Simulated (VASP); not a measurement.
Write the native input for VASP 6.6.1 that does the following.

| Item | Value |
| --- | --- |
| Task | single point |
| Functional | PBE |
| Potentials or basis | VASP PAW PBE potentials, release 64 (Ba_sv, Ti_sv, O) |
| Cutoff | 520 eV |
| k mesh | 6 × 6 × 6 |
| Occupations | gaussian, width 0.01 eV |
| Spin | no spin polarisation |
| Hubbard terms | Ti d U = 8.0 eV |
| Dipole correction | no |
| Further INCAR settings | ALGO = Normal; EDIFF = 1e-06; NBANDS = 28 |

The structure of BaTiO3 lies in POSCAR:

```
BaTiO3
1.0
    4.0060000000      0.0000000000      0.0000000000
    0.0000000000      4.0060000000      0.0000000000
    0.0000000000      0.0000000000      4.0060000000
Ba Ti O
1 1 3
Direct
    0.5000000000      0.5000000000      0.5000000000
    0.0000000000      0.0000000000      0.0000000000
    0.5000000000      0.0000000000      0.0000000000
    0.0000000000      0.5000000000      0.0000000000
    0.0000000000      0.0000000000      0.5000000000
```

The input as run:

INCAR

```
PREC = Accurate ; ENCUT = 520
EDIFF = 1E-6 ; ISMEAR = 0
SIGMA = 0.01 ; LREAL = False
LASPH = True ; NELM = 150
ALGO = Normal ; ISIF = 2
LWAVE = False ; LCHARG = False
LMAXMIX = 4 ; LDAU = True
LDAUTYPE = 2 ; LDAUL = -1 2 -1
LDAUU = 0 8 0 ; LDAUJ = 0 0 0
LDAUPRINT = 1 ; GGA = PE
NBANDS = 28
```

KPOINTS

```
Automatic mesh
0
Gamma
  6 6 6
```

Potentials or basis: VASP PAW PBE potentials, release 64 (Ba_sv, Ti_sv, O).

Run with:

```console
$ cat potpaw_PBE.64/Ba_sv/POTCAR potpaw_PBE.64/Ti_sv/POTCAR potpaw_PBE.64/O/POTCAR > POTCAR
$ mpirun -np 1 vasp_std > vasp.out
```

It gave:

```json
{
  "Pressure": "9.8 GPa",
  "Band gap on the k mesh": "2.76 eV (least direct gap 2.99 eV)"
}
```

Caveat: the cell stands under pressure; spin-orbit coupling is left out, which moves the levels of the heavy elements.

Run time: 80 s on 1 thread of Intel Xeon 8259CL, on a shared host, peak memory 0.19 GiB.
